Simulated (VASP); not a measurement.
# PtSe2 (Cm) in VASP: notebook

Runs on PtSe2. Level: PBE. Tasks: single point.

Everything below comes from runs of VASP 6.6.1. Logs are shortened: lines on timing, memory, paths and dates and some standing lists are left out, and cuts for length are marked.

### Step 1. The cell of the first run

Symmetry: Cm, No. 8, monoclinic system. Conventional cell: a = 6.450 Å, b = 3.724 Å, c = 5.062 Å, α = 90.00°, β = 90.00°, γ = 90.00°. Pt (site symmetry m) has 6 Se at 2.42 to 2.57 Å within 3.2 Å. Within 3.4 Å of Se (site symmetry m) lie 3 Pt at 2.46 to 2.57 Å and 6 Se at 3.32 Å. Se (site symmetry m) has 3 Pt at 2.42 to 2.53 Å and 6 Se at 3.32 Å within 3.4 Å.

### Step 2. Single point, PBE (all Se atoms moved +0.087 Å, as atom 2 along Cartesian [0 1 0])

Contents of INCAR:

```
PREC = Accurate
ENCUT = 520
EDIFF = 1E-6
ISMEAR = 0
SIGMA = 0.15
LREAL = F
LASPH = T
NELM = 60
ALGO = Normal
ISIF = 2
LWAVE = F
LCHARG = F
GGA = PE
NBANDS = 18
```

Contents of KPOINTS:

```
Automatic mesh
0
Gamma
  12 12 10
```

Contents of POSCAR:

```
PtSe2
1.0
    3.7240006046      0.0000000000      0.0000000000
   -1.8620003023      3.2250791273      0.0000000000
    0.0000000000      0.0000000000      5.0620000000
Pt Se
1 2
Direct
    0.0000000000      0.0000000000      0.0000000000
    0.3468988920      0.6937977839      0.2500000000
    0.6802322253      0.3604644506      0.7500000000
```

Potentials or basis: VASP PAW PBE potentials, release 64 (Pt, Se).

Started as:

```sh
cat potpaw_PBE.64/Pt/POTCAR potpaw_PBE.64/Se/POTCAR > POTCAR
mpirun -np 1 vasp_std > vasp.out
```

OUTCAR:

```text
PREC = Accurate
   ENCUT = 520
   EDIFF = 1E-6
   ISMEAR = 0
   LREAL = F
   LASPH = T
   NELM = 60
   ISIF = 2
   GGA = PE

 ion  position               nearest neighbor table
   1  0.000  0.000  0.000-   3 2.42   2 2.46   2 2.46   3 2.53   3 2.53   2 2.57
   2  0.347  0.694  0.250-   1 2.46   1 2.46   1 2.57
   3  0.680  0.360  0.750-   1 2.42   1 2.53   1 2.53

  LATTYP: Found a hexagonal cell.
 ALAT       =     3.7240006046
 C/A-ratio  =     1.3592908642

  Lattice vectors:

 A1 = (   3.7240006046,   0.0000000000,   0.0000000000)
 A2 = (  -1.8620003023,   3.2250791273,   0.0000000000)
 A3 = (   0.0000000000,   0.0000000000,   5.0620000000)

Analysis of symmetry for initial positions (statically):
=====================================================================
 Subroutine PRICEL returns:
 Original cell was already a primitive cell.

 Routine SETGRP: Setting up the symmetry group for a
 hexagonal supercell.

 Subroutine GETGRP returns: Found  2 space group operations
 (whereof  2 operations were pure point group operations)
 out of a pool of 24 trial point group operations.

The static configuration has the point symmetry C_1h.

Analysis of symmetry for dynamics (positions and initial velocities):
=====================================================================
 Subroutine PRICEL returns:
 Original cell was already a primitive cell.

 Routine SETGRP: Setting up the symmetry group for a
 hexagonal supercell.

 Subroutine GETGRP returns: Found  2 space group operations
 (whereof  2 operations were pure point group operations)
 out of a pool of 24 trial point group operations.

The dynamic configuration has the point symmetry C_1h.

 Subroutine INISYM returns: Found  2 space group operations
 (whereof  2 operations are pure point group operations),
 and found     1 'primitive' translations

----------------------------------------------------------------------------------------

                                     Primitive cell

  volume of cell :      60.7956

  direct lattice vectors                    reciprocal lattice vectors
     3.724000605  0.000000000  0.000000000     0.268528420  0.155034956  0.000000000
    -1.862000302  3.225079127  0.000000000     0.000000000  0.310069912  0.000000000
     0.000000000  0.000000000  5.062000000     0.000000000  0.000000000  0.197550375

  length of vectors
     3.724000605  3.724000605  5.062000000     0.310069912  0.310069912  0.197550375

  position of ions in fractional coordinates (direct lattice)
     0.000000000  0.000000000  0.000000000
     0.346898892  0.693797784  0.250000000
     0.680232225  0.360464451  0.750000000

  ion indices of the primitive-cell ions
   primitive index   ion index
                 1           1
                 2           2
                 3           3

----------------------------------------------------------------------------------------

 KPOINTS: Automatic mesh

Automatic generation of k-mesh.
 Grid dimensions read from file:
 generate k-points for:   12   12   10

 Generating k-lattice:

  Cartesian coordinates                     Fractional coordinates (reciprocal lattice)
     0.022377368  0.012919580  0.000000000     0.083333333  0.000000000  0.000000000
     0.000000000  0.025839159  0.000000000     0.000000000  0.083333333  0.000000000
     0.000000000  0.000000000  0.019755038     0.000000000  0.000000000  0.100000000

  Length of vectors
     0.025839159  0.025839159  0.019755038

  Shift w.r.t. Gamma in fractional coordinates (k-lattice)
     0.000000000  0.000000000  0.000000000

 Subroutine IBZKPT returns following result:
 ===========================================

 Found    398 irreducible k-points:

 Following reciprocal coordinates:
            Coordinates               Weight
  0.000000  0.000000  0.000000      1.000000
  0.083333  0.000000  0.000000      4.000000
  0.000000  0.083333  0.000000      2.000000
  0.166667 -0.000000  0.000000      4.000000
  0.000000  0.166667  0.000000      2.000000
  0.250000  0.000000  0.000000      4.000000
[... 16 lines left out ...]
 -0.083333  0.416667  0.000000      4.000000
 -0.416667  0.333333  0.000000      4.000000
 [... further k-points ...]
   k-points           NKPTS =    398   k-points in BZ     NKDIM =    398   number of bands    NBANDS=     18
   number of dos      NEDOS =    301   number of ions     NIONS =      3
   total plane-waves  NPLWV =  31360
   dimension x,y,z NGX =    28 NGY =   28 NGZ =   40
   dimension x,y,z NGXF=    56 NGYF=   56 NGZF=   80
   ions per type =               1   2
   NGX,Y,Z   is equivalent  to a cutoff of  12.50, 12.50, 13.14 a.u.
   NGXF,Y,Z  is equivalent  to a cutoff of  25.00, 25.00, 26.27 a.u.
 SYSTEM =  unknown system
   PREC   = accura    normal or accurate (medium, high low for compatibility)
   ISTART =      0    job   : 0-new  1-cont  2-samecut
   ICHARG =      2    charge: 1-file 2-atom 10-const
   ISPIN  =      1    spin polarized calculation?
   LNONCOLLINEAR =      F non collinear calculations
   LSORBIT =      F    spin-orbit coupling
   LASPH  =      T    aspherical Exc in radial PAW
   ENCUT  =  520.0 eV  38.22 Ry    6.18 a.u.   6.92  6.92  9.41*2*pi/ulx,y,z
   NELM   =     60;   NELMIN=  2; NELMDL= -5     # of ELM steps
   EDIFF  = 0.1E-05   stopping-criterion for ELM
   LREAL  =      F    real-space projection
   EDIFFG = 0.1E-04   stopping-criterion for IOM
   NSW    =      0    number of steps for IOM
   IBRION =     -1    ionic relax: 0-MD 1-quasi-New 2-CG
   NFREE  =      0    steps in history (QN), initial steepest desc. (CG)
   ISIF   =      2    stress and relaxation
   ISYM   =      2    0-nonsym 1-usesym 2-fastsym
   POTIM  = 0.5000    time-step for ionic-motion
   TEBEG  =    0.0;   TEEND  =   0.0 temperature during run
   PSTRESS=    0.0 pullay stress
   NELECT =      22.0000    total number of electrons
   NUPDOWN=      -1.0000    fix difference up-down
   EMIN   =  10.00;   EMAX   =-10.00  energy-range for DOS
   EFERMI =   0.00;   METHOD = LEGACY
   ISMEAR =     0;   SIGMA  =   0.15  broadening in eV -4-tet -1-fermi 0-gaus
   EFERMI_NEDOS =   21; number of points for ismear=-14 and -15
   IALGO  =     38    algorithm
   IMIX   =      4    mixing-type and parameters
     AMIX     =   0.40;   BMIX     =  1.00
     AMIX_MAG =   1.60;   BMIX_MAG =  1.00
  volume/ion in A,a.u.               =      20.27       136.76
  Fermi-wavevector in a.u.,A,eV,Ry     =   1.166608  2.204570 18.517180  1.360974
  Thomas-Fermi vector in A             =   2.303119
   LORBIT       =      0    0 simple, 1 ext, 2 COOP (PROOUT), +10 PAW based schemes
   GGA     = PE    functional components
   LHFCALC =     F    Hartree Fock is set to
   AEXX    =    0.0000 exact exchange contribution
   IVDW    =     0    specifies the selected vdW correction
   LEPSILON=     F    determine dielectric tensor
   LRPA    =     F    only Hartree local field effects (RPA)
 non-spin polarized calculation
 Gauss-broadening in eV      SIGMA  =   0.15
  energy-cutoff  :      520.00
  volume of cell :       60.80
 maximum number of plane-waves:      1654
   NGX = 13   NGY = 13   NGZ = 19

 number of electron      22.0000000 magnetization

 Free energy of the ion-electron system (eV)
  ---------------------------------------------------
  ext. energy  EPLUGINS =         0.00000000
  ---------------------------------------------------
  free energy    TOTEN  =       -14.12636221 eV

  energy without entropy =      -14.11985802  energy(sigma->0) =      -14.12311011

 E-fermi :   6.5405     XC(G=0): -10.6323

 val. band max:        6.4911676453   @ k =   0.0833   0.0000   0.1000
 cond. band min:       6.5532855645   @ k =   0.3333   0.3333   0.0000
 fundamental gap:      0.0621179192
 Fermi energy:         6.5405291772

 k-point     1 :       0.0000    0.0000    0.0000
  band No.  band energies     occupation
      1      -9.1842      2.00000
      2      -6.3724      2.00000
      3      -0.6725      2.00000
      4       0.0420      2.00000
      5       0.0466      2.00000
      6       2.4466      2.00000
[... 10 lines left out ...]
     17      13.8539      0.00000
     18      18.3247      0.00000

 k-point     2 :       0.0833    0.0000    0.0000
  band No.  band energies     occupation
      1      -9.1060      2.00000
      2      -6.4073      2.00000
      3      -0.5796      2.00000
      4       0.0535      2.00000
      5       0.1408      2.00000
      6       2.2947      2.00000
[... 10 lines left out ...]
     17      14.1229      0.00000
     18      17.0972      0.00000

 k-point     3 :       0.0000    0.0833    0.0000
  band No.  band energies     occupation
      1      -9.1060      2.00000
      2      -6.4076      2.00000
      3      -0.5800      2.00000
      4       0.0924      2.00000
      5       0.1029      2.00000
      6       2.3544      2.00000
[... 10 lines left out ...]
     17      14.0891      0.00000
     18      17.0959      0.00000

 k-point     4 :       0.1667   -0.0000    0.0000
  band No.  band energies     occupation
      1      -8.8791      2.00000
      2      -6.5042      2.00000
      3      -0.3166      2.00000
      4       0.1698      2.00000
      5       0.3278      2.00000
      6       1.9291      2.00000
[... 375 lines left out ...]
      4       0.5153      2.00000
      5       1.0439      2.00000
      6       1.4015      2.00000
[... 10 lines left out ...]
     17      14.9673      0.00000
     18      15.6664      0.00000

 k-point    23 :      -0.0833    0.4167    0.0000
  band No.  band energies     occupation
      1      -7.8472      2.00000
      2      -6.9204      2.00000
      3      -0.2740      2.00000
      4       0.5461      2.00000
      5       1.0048      2.00000
      6       1.3908      2.00000
[... 10 lines left out ...]
     17      14.9541      0.00000
     18      15.6647      0.00000

 k-point    24 :      -0.4167    0.3333    0.0000
  band No.  band energies     occupation
      1      -7.8470      2.00000
      2      -6.9174      2.00000
      3      -0.2700      2.00000
      4       0.5154      2.00000
      5       1.0276      2.00000
      6       1.3968      2.00000
[... 10 lines left out ...]
     17      14.9757      0.00000
     18      15.6583      0.00000

 [... further k-points ...]
[... 5 lines left out ...]
  --------------------------------------------------------------------------------------
  -------------------------------------------------------------------------------------
  Total        3.1658173      3.2905443      2.4348944      0.0000000      0.1551011      0.0000000
  in kB       83.4303717     86.7173630     64.1679935      0.0000000      4.0874579      0.0000000
  external PRESSURE =      78.1052427 kB  Pullay stress =       0.0000000 kB

 VOLUME and BASIS-vectors are now :
 -----------------------------------------------------------------------------
  energy-cutoff  :      520.00
  volume of cell :       60.80
      direct lattice vectors                 reciprocal lattice vectors
     3.724000605  0.000000000  0.000000000     0.268528420  0.155034956  0.000000000
    -1.862000302  3.225079127  0.000000000     0.000000000  0.310069912  0.000000000
     0.000000000  0.000000000  5.062000000     0.000000000  0.000000000  0.197550375

 POSITION                                       TOTAL-FORCE (eV/Angst)
 -----------------------------------------------------------------------------------
      0.00000      0.00000      0.00000         0.000000      1.439957      0.010549
      0.00000      2.23755      1.26550         0.000000     -0.660358      0.629758
      1.86200      1.16253      3.79650        -0.000000     -0.779599     -0.640308
 -----------------------------------------------------------------------------------
    total drift:                               -0.000000      0.000110      0.000002

  FREE ENERGIE OF THE ION-ELECTRON SYSTEM (eV)
  ---------------------------------------------------
  free  energy   TOTEN  =       -14.1263622092 eV

  energy  without entropy=      -14.1198580164  energy(sigma->0) =      -14.12311011
```

It took 14 min on 1 thread of Intel Xeon 8259CL, shared host; peak memory 0.53 GiB.

Results:

| Item | Value |
| --- | --- |
| Free energy | -14.1264 eV |
| Pressure | 7.8 GPa |
| Largest force | 1.440 eV/Å |
| Band gap on the k mesh | zero (bands 11 and 12 overlap by 0.31 eV) |

Forces on the atoms (eV/Å):
```
Pt   0.000  1.440  0.011
Se   0.000 -0.660  0.630
Se   0.000 -0.780 -0.640
```

Levels at points of the mesh, in eV from the Fermi level:
```tsv
k point	band 9	band 10	band 11	band 12	band 13	band 14
(0.00, 0.00, 0.00)	-1.03	-1.00	0.33	1.44	1.50	3.64
(0.50, 0.00, 0.00)	-3.50	-3.42	-2.92	0.66	2.30	4.74
(0.00, 0.50, 0.00)	-3.45	-3.39	-2.97	0.66	2.36	4.78
(0.00, 0.00, 0.50)	-1.76	-1.46	-1.40	2.25	2.28	4.84
(0.50, 0.00, 0.50)	-3.35	-2.71	-1.37	0.94	1.51	4.56
(0.00, 0.50, 0.50)	-3.23	-2.84	-1.37	1.00	1.54	4.56
```

Caveat: the cell differs from its parent crystal (all Se atoms moved +0.087 Å, as atom 2 along Cartesian [0 1 0]); the cell stands under pressure; spin-orbit coupling is left out, which moves the levels of the heavy elements; forces of over 1 eV/Å act on the atoms, so gaps and moduli don't describe the material at rest.

### Step 3. Single point, PBE (all Se atoms moved +0.062 Å, as atom 2 along Cartesian [0 1 0])

Contents of INCAR:

```
SYSTEM = PtSe2
  PREC = Accurate
  ENCUT = 520
  EDIFF = 1E-6
  ISMEAR = 0
  SIGMA = 0.15
  LREAL = .False.
  LASPH = .True.
  NELM = 100
  ALGO = Normal
  ISIF = 2
  LWAVE = .False.
  LCHARG = .False.
  GGA = PE
  NBANDS = 18
```

Contents of KPOINTS:

```
Automatic mesh
0
Gamma
  12 12 10
  0 0 0
```

Contents of POSCAR:

```
PtSe2
1.0
    3.7240006046      0.0000000000      0.0000000000
   -1.8620003023      3.2250791273      0.0000000000
    0.0000000000      0.0000000000      5.0620000000
Pt Se
1 2
Direct
    0.0000000000      0.0000000000      0.0000000000
    0.3430230181      0.6860460361      0.2500000000
    0.6763563514      0.3527127028      0.7500000000
```

Potentials or basis: VASP PAW PBE potentials, release 64 (Pt, Se).

Started as:

```sh
cat potpaw_PBE.64/Pt/POTCAR potpaw_PBE.64/Se/POTCAR > POTCAR
mpirun -np 1 vasp_std > vasp.out
```

Run time: 14 min. Hardware: 1 thread of Intel Xeon 8259CL, shared host; peak memory 0.53 GiB.

The run converged. Its results:

```yaml
Free_energy: -14.1572 eV
Pressure: 7.6 GPa
Largest_force: 1.027 eV/Å
Band_gap_on_the_k_mesh: zero (bands 11 and 12 overlap by 0.35 eV)
```

Forces in eV/Å, atoms in the order of the input:
```
Pt   0.000  1.027  0.004
Se   0.000 -0.483  0.604
Se   0.000 -0.544 -0.607
```

Stress tensor (GPa, compression positive):
```
8.16 0.00 0.00
0.00 8.33 0.21
0.00 0.21 6.20
```

Levels at points of the mesh, in eV from the Fermi level:
```csv
k point,band 7,band 8,band 9,band 10,band 11,band 12,band 13,band 14,band 15,band 16
"(0.00, 0.00, 0.00)",-4.06,-2.61,-1.05,-1.04,0.36,1.44,1.47,3.62,4.20,7.28
"(0.50, 0.00, 0.00)",-3.74,-3.59,-3.51,-3.43,-2.96,0.66,2.32,4.75,5.85,7.09
"(0.00, 0.50, 0.00)",-3.75,-3.61,-3.48,-3.42,-2.98,0.66,2.35,4.77,5.83,7.09
"(0.00, 0.00, 0.50)",-4.10,-2.95,-1.75,-1.49,-1.45,2.27,2.29,4.82,6.28,6.75
"(0.50, 0.00, 0.50)",-3.58,-3.55,-3.31,-2.78,-1.38,0.96,1.51,4.56,4.80,7.16
"(0.00, 0.50, 0.50)",-3.57,-3.56,-3.24,-2.85,-1.38,0.99,1.52,4.55,4.78,7.17
```

Caveat: the cell differs from its parent crystal (all Se atoms moved +0.062 Å, as atom 2 along Cartesian [0 1 0]); the cell stands under pressure; spin-orbit coupling is left out, which moves the levels of the heavy elements; forces of over 1 eV/Å act on the atoms, so gaps and moduli don't describe the material at rest.

The gap in the log of VASP goes by the Fermi energy; the results here count the filled bands.